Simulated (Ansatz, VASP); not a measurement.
Zn: VASP beside Ansatz

```xyz
4
Lattice="2.8006 0.0000 0.0000 -1.4003 2.4254 0.0000 0.0000 0.0000 10.4944" Properties=species:S:1:pos:R:3 pbc="T T T"
Zn    2.8006    0.0000   10.4944
Zn    1.4003    2.4254    5.2472
Zn    0.0000    1.6169    2.6236
Zn    1.4003    0.8085    7.8708
```

Alike in both runs: task single point; functional RPBE; k mesh 15 × 15 × 4; occupations fermi-dirac, width 0.1 eV; no spin polarisation.

```csv
,VASP,Ansatz
version,VASP 6.6.1,Ansatz 0.2.0
potentials or method,"VASP PAW PBE potentials, release 64 (Zn), cutoff 520 eV","plane waves (420 eV) with PAW, scalar-relativistic"
valence electrons in the cell,48,48
```

VASP gave:

```
pressure (GPa)                                                : -4.9
traceless stress, the component that is largest in VASP (GPa) : 1.92
```

Q: Estimate Ansatz's values.

A: Pressure (GPa): -5.0; traceless stress, the component that is largest in VASP (GPa): 1.99.

VASP's potentials were made for PBE, not for RPBE. With one functional, cell and mesh, what is left measures potentials, basis and numerics.
